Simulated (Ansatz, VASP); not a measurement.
**Cu in VASP and in Ansatz**

```xyz
1
Lattice="2.3596 0.0000 0.0000 0.0000 2.3596 0.0000 0.0000 0.0000 2.3596" Properties=species:S:1:pos:R:3 pbc="T T T"
Cu    0.0000    0.0000    0.0000
```

Alike in both runs: functional PBEsol; k mesh 13 × 13 × 13; occupations fermi-dirac, width 0.1 eV; no spin polarisation.

Ansatz relaxed the structure, and its values are those at the end. VASP's run is a single point on that final structure, the one shown.

|  | VASP | Ansatz |
| --- | --- | --- |
| version | VASP 6.6.1 | Ansatz 0.2.0 |
| potentials or method | VASP PAW PBE potentials, release 64 (Cu), cutoff 520 eV | plane waves (420 eV) with PAW, scalar-relativistic |
| valence electrons in the cell | 11 | 19 |

|  | VASP | Ansatz | Ansatz less VASP |
| --- | --- | --- | --- |
| pressure (GPa) | 0.5 | 0.0 | -0.52 |

VASP's potentials were made for PBE, not for PBEsol, and Ansatz warns of the same on its side. VASP's potentials hold 11 valence electrons a cell and Ansatz's 19, so a difference there can come from the potentials and not from the codes.
